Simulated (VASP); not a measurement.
# Si2Ni (P6/mmm) in VASP: relaxation of cell and atoms with PBE

Aim: the relaxation of cell and atoms of Si2Ni with PBE.

All numbers are computed with VASP 6.6.1; they aren't measurements. Logs are shortened: lines on timing, memory, paths and dates and some standing lists are left out, and cuts for length are marked.

## Step 1: The cell of the first run

It takes space group P6/mmm (No. 191, hexagonal). Conventional cell: a = 3.762 Å, b = 3.762 Å, c = 7.456 Å, α = 90.00°, β = 90.00°, γ = 120.00°. Si (site symmetry mmm) has 6 Si at 1.88 Å within 2.5 Å. Si (site symmetry 6/mmm) has 6 Si at 1.88 Å and 2 Ni at 2.32 Å within 2.5 Å. Within 3.1 Å of Ni (site symmetry 6mm) lie 7 Si at 2.32 to 2.98 Å and 1 Ni at 2.82 Å.

The cell was generated, and may not be a known phase.

## Step 2: Relaxation of cell and atoms, PBE, collinear spin, antiferromagnetic start

The input, INCAR:

```
PREC = Accurate ; ENCUT = 600
EDIFF = 1E-6 ; ISMEAR = 0
SIGMA = 0.1 ; LREAL = False
LASPH = True ; NELM = 150
ALGO = Normal ; ISIF = 3
LWAVE = False ; LCHARG = False
ISPIN = 2 ; MAGMOM = 0 0 0 0 2 -2
LORBIT = 11 ; LMAXMIX = 4
GGA = PE ; IBRION = 2
NSW = 90 ; EDIFFG = -0.04
```

The input, KPOINTS:

```
Automatic mesh
0
Gamma
  6 6 4
```

The input, POSCAR:

```
Si2Ni
1.0
    3.7618218100      0.0000000000      0.0000000000
   -1.8809109100      3.2578332600      0.0000000000
    0.0000000000      0.0000000000      7.4562633600
Si Ni
4 2
Direct
    0.5000000000      0.0000000000      0.5000000000
    0.0000000000      0.5000000000      0.5000000000
    0.5000000000      0.5000000000      0.5000000000
    0.0000000000      0.0000000000      0.5000000000
    0.0000000000      0.0000000000      0.8107827400
    0.0000000000      0.0000000000      0.1892172600
```

Potentials or basis: VASP PAW PBE potentials, release 64 (Si, Ni).

Run with:

```bash
cat potpaw_PBE.64/Si/POTCAR potpaw_PBE.64/Ni/POTCAR > POTCAR
mpirun -np 1 vasp_std > vasp.out
```

OUTCAR:

```text
PREC = Accurate
   ENCUT = 600
   EDIFF = 1E-6
   ISMEAR = 0
   LREAL = False
   LASPH = True
   NELM = 150
   ISIF = 3
   ISPIN = 2
   LORBIT = 11
   GGA = PE
   IBRION = 2
   NSW = 90
   EDIFFG = -0.04

 ion  position               nearest neighbor table
   1  0.500  0.000  0.500-   4 1.88   4 1.88   2 1.88   2 1.88   3 1.88   3 1.88   6 2.98   5 2.98
                             6 2.98   5 2.98
   2  0.000  0.500  0.500-   3 1.88   3 1.88   1 1.88   1 1.88   4 1.88   4 1.88   5 2.98   6 2.98
                             6 2.98   5 2.98
   3  0.500  0.500  0.500-   2 1.88   2 1.88   4 1.88   4 1.88   1 1.88   1 1.88   6 2.98   5 2.98
                             5 2.98   6 2.98
   4  0.000  0.000  0.500-   1 1.88   1 1.88   3 1.88   3 1.88   2 1.88   2 1.88   6 2.32   5 2.32

   5  0.000  0.000  0.811-   4 2.32   6 2.82   1 2.98   1 2.98   3 2.98   3 2.98   2 2.98   2 2.98

   6  0.000  0.000  0.189-   4 2.32   5 2.82   1 2.98   1 2.98   3 2.98   3 2.98   2 2.98   2 2.98

  LATTYP: Found a hexagonal cell.
 ALAT       =     3.7618218100
 C/A-ratio  =     1.9820883967

  Lattice vectors:

 A1 = (   3.7618218100,   0.0000000000,   0.0000000000)
 A2 = (  -1.8809109100,   3.2578332600,   0.0000000000)
 A3 = (   0.0000000000,   0.0000000000,   7.4562633600)

Analysis of symmetry for initial positions (statically):
=====================================================================
 Subroutine PRICEL returns:
 Original cell was already a primitive cell.

 Routine SETGRP: Setting up the symmetry group for a
 hexagonal supercell.

 Subroutine GETGRP returns: Found 24 space group operations
 (whereof 24 operations were pure point group operations)
 out of a pool of 24 trial point group operations.

The static configuration has the point symmetry D_6h.

Analysis of symmetry for dynamics (positions and initial velocities):
=====================================================================
 Subroutine PRICEL returns:
 Original cell was already a primitive cell.

 Routine SETGRP: Setting up the symmetry group for a
 hexagonal supercell.

 Subroutine GETGRP returns: Found 24 space group operations
 (whereof 24 operations were pure point group operations)
 out of a pool of 24 trial point group operations.

The dynamic configuration has the point symmetry D_6h.

Analysis of structural, dynamic, and magnetic symmetry:
=====================================================================
 Subroutine PRICEL returns:
 Original cell was already a primitive cell.

 Routine SETGRP: Setting up the symmetry group for a
 hexagonal supercell.

[... 113 lines left out ...]
   NFREE  =      1    steps in history (QN), initial steepest desc. (CG)
   ISIF   =      3    stress and relaxation
   ISYM   =      2    0-nonsym 1-usesym 2-fastsym
   POTIM  = 0.5000    time-step for ionic-motion
   TEBEG  =    0.0;   TEEND  =   0.0 temperature during run
   PSTRESS=    0.0 pullay stress
   NELECT =      36.0000    total number of electrons
   NUPDOWN=      -1.0000    fix difference up-down
   EMIN   =  10.00;   EMAX   =-10.00  energy-range for DOS
   EFERMI =   0.00;   METHOD = LEGACY
   ISMEAR =     0;   SIGMA  =   0.10  broadening in eV -4-tet -1-fermi 0-gaus
   EFERMI_NEDOS =   21; number of points for ismear=-14 and -15
   IALGO  =     38    algorithm
   IMIX   =      4    mixing-type and parameters
     AMIX     =   0.40;   BMIX     =  1.00
     AMIX_MAG =   1.60;   BMIX_MAG =  1.00
  volume/ion in A,a.u.               =      15.23       102.78
  Fermi-wavevector in a.u.,A,eV,Ry     =   1.200124  2.267906 19.596448  1.440298
  Thomas-Fermi vector in A             =   2.335969
   LORBIT       =     11    0 simple, 1 ext, 2 COOP (PROOUT), +10 PAW based schemes
   GGA     = PE    functional components
   LHFCALC =     F    Hartree Fock is set to
   AEXX    =    0.0000 exact exchange contribution
   IVDW    =     0    specifies the selected vdW correction
   LEPSILON=     F    determine dielectric tensor
   LRPA    =     F    only Hartree local field effects (RPA)
 conjugate gradient relaxation of ions
 spin polarized calculation
 Gauss-broadening in eV      SIGMA  =   0.10
  energy-cutoff  :      600.00
  volume of cell :       91.38
 maximum number of plane-waves:      3087
   NGX = 15   NGY = 15   NGZ = 29

--------------------------------------- Ionic step        1  -------------------------------------------

 number of electron      36.0000005 magnetization      -0.0000000

 number of electron      36.0000005 magnetization       0.0000000

 Free energy of the ion-electron system (eV)
  ---------------------------------------------------
  ext. energy  EPLUGINS =         0.00000000
  ---------------------------------------------------
  free energy    TOTEN  =        -3.89918796 eV

  energy without entropy =       -3.86862994  energy(sigma->0) =       -3.88390895

 E-fermi :   7.1135     XC(G=0): -10.1071

 val. band max:        7.0659259230   @ k =   0.3333   0.0000   0.0000
 cond. band min:       7.1351578840   @ k =   0.5000   0.0000   0.2500
 fundamental gap:      0.0692319609
 Fermi energy:         7.1135290127
[... 2232 lines left out ...]
  FREE ENERGIE OF THE ION-ELECTRON SYSTEM (eV)
  ---------------------------------------------------
  free  energy   TOTEN  =       -24.9403024863 eV

  energy  without entropy=      -24.9155268632  energy(sigma->0) =      -24.92791467

[... ionic steps 4 to 11 ...]

--------------------------------------- Ionic step       12  -------------------------------------------

 number of electron      35.9999982 magnetization       0.0000000

 number of electron      35.9999982 magnetization      -0.0000000
[... 81 lines left out ...]
 number of electron      35.9999987 magnetization      -0.0000000

 number of electron      35.9999987 magnetization       0.0000000

 Free energy of the ion-electron system (eV)
  ---------------------------------------------------
  ext. energy  EPLUGINS =         0.00000000
  ---------------------------------------------------
  free energy    TOTEN  =       -25.55321741 eV

  energy without entropy =      -25.53137641  energy(sigma->0) =      -25.54229691

 E-fermi :   3.4294     XC(G=0):  -8.4879

 val. band max:        3.4042226456   @ k =   0.3333   0.3333   0.0000
 cond. band min:       3.4546836125   @ k =   0.1667   0.1667   0.2500
 fundamental gap:      0.0504609669
 Fermi energy:         3.4294290931
[... 1086 lines left out ...]
  FREE ENERGIE OF THE ION-ELECTRON SYSTEM (eV)
  ---------------------------------------------------
  free  energy   TOTEN  =       -25.5532174085 eV

  energy  without entropy=      -25.5313764064  energy(sigma->0) =      -25.54229691

 reached required accuracy - stopping structural energy minimisation

 total charge

# of ion       s       p       d       tot
------------------------------------------
    1        0.832   0.739   0.000   1.571
    2        0.832   0.739   0.000   1.571
    3        0.832   0.739   0.000   1.571
    4        0.807   0.879   0.000   1.685
    5        0.454   0.218   8.462   9.134
    6        0.454   0.218   8.462   9.134
--------------------------------------------------
tot          4.209   3.531  16.924  24.665

 magnetization (x)

# of ion       s       p       d       tot
------------------------------------------
    1        0.000   0.000   0.000   0.000
    2        0.000   0.000   0.000   0.000
    3        0.000   0.000   0.000   0.000
    4        0.000   0.000   0.000   0.000
    5       -0.000  -0.000  -0.000  -0.000
    6        0.000   0.000   0.000   0.000
--------------------------------------------------
tot          0.000   0.000   0.000   0.000
```

Wall time 18 min (1 thread of Intel Xeon 6975P-C (Granite Rapids), shared host); peak memory 0.33 GiB.

What came out:

| Item | Value |
| --- | --- |
| Free energy | -25.5532 eV |
| Relaxed volume | 23.54 Å³/atom |
| Relaxed cell | a = 5.004 Å, b = 5.004 Å, c = 6.513 Å, α = 90.00°, β = 90.00°, γ = 120.00° |
| Space group after relaxing (to 0.1 Å) | P6/mmm (No. 191) |
| Energy gained by relaxing | 3609.0 meV/atom |
| Ionic steps | 14 |
| Pressure after relaxing | 0.1 GPa |
| Largest force after relaxing | 0.013 eV/Å |
| Band gap on the k mesh | zero (filled and empty bands overlap) |
| Net moment | 0.00 μB per cell |
| Valence electrons inside the program's atomic spheres | Si 1.57, 1.69 (each value once); Ni 9.13 |

Forces on the atoms (eV/Å):
```
Si   0.000  0.000  0.000
Si   0.000  0.000  0.000
Si   0.000  0.000  0.000
Si   0.000  0.000  0.000
Ni   0.000  0.000 -0.013
Ni   0.000  0.000  0.013
```

Stress tensor (GPa, compression positive):
```
 0.10  0.00  0.00
 0.00  0.10  0.00
 0.00  0.00 -0.02
```

Step by step:
```
step  energy change (eV)  largest force (eV/Å)  pressure (GPa)  volume (Å³)
   1              0.0000                0.2590          113.50        91.38
   2            -14.1554                0.3951          -11.23       281.63
   3            -21.0411                0.7521           -5.01       166.94
   4            -21.0761                0.7531           -4.60       164.62
   5            -21.1163                0.7441           -3.41       158.23
   6            -21.5402                0.5691           -0.84       147.88
   7            -21.5445                0.7710           -0.38       146.90
   8            -21.5950                0.6148           -0.33       144.99
   9            -21.6453                0.2266            0.52       139.30
  10            -21.6519                0.1660            0.17       141.22
  11            -21.6534                0.0727            0.25       140.69
  12            -21.6534                0.0496            0.24       140.57
  13            -21.6539                0.0442           -0.25       141.53
  14            -21.6540                0.0132            0.06       141.22
```

Final structure:
```
Si Ni
1.0
     5.00360    0.00000    0.00000
    -2.50180    4.33325    0.00000
     0.00000    0.00000    6.51306
Si Ni
4 2
Direct
  0.50000 0.00000 0.50000
  0.00000 0.50000 0.50000
  0.50000 0.50000 0.50000
  0.00000 0.00000 0.50000
  0.00000 0.00000 0.82085
  0.00000 0.00000 0.17915
```

Caveat: the volume moved by over 15 % at a fixed basis, so the end points are rough; the moments typed at the start vanished in this run.

The gap in the log of VASP goes by the Fermi energy; the results here count the filled bands.